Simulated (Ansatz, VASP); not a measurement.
## One calculation of Mg3SiO, two programs

```
Si O Mg
1.0
     4.18363    0.00000    0.00000
     0.00000    4.18363    0.00000
     0.00000    0.00000    4.18363
Si O Mg
1 1 3
Direct
  0.00000 0.00000 0.00000
  0.50000 0.50000 0.50000
  0.50000 0.50000 0.00000
  0.50000 0.00000 0.50000
  0.00000 0.50000 0.50000
```

Alike in both runs: task single point; functional PBE; k mesh 6 × 6 × 6; occupations fermi-dirac, width 0.02 eV; no spin polarisation.

```csv
,VASP,Ansatz
version,VASP 6.6.1,Ansatz 0.2.0
potentials or method,"VASP PAW PBE potentials, release 64 (Si, O, Mg_sv)","plane waves, PAW"
plane-wave cutoff (eV),840,420
valence electrons in the cell,40,40
```

|  | VASP | Ansatz | Ansatz less VASP |
| --- | --- | --- | --- |
| pressure (GPa) | 2.1 | 2.3 | +0.16 |
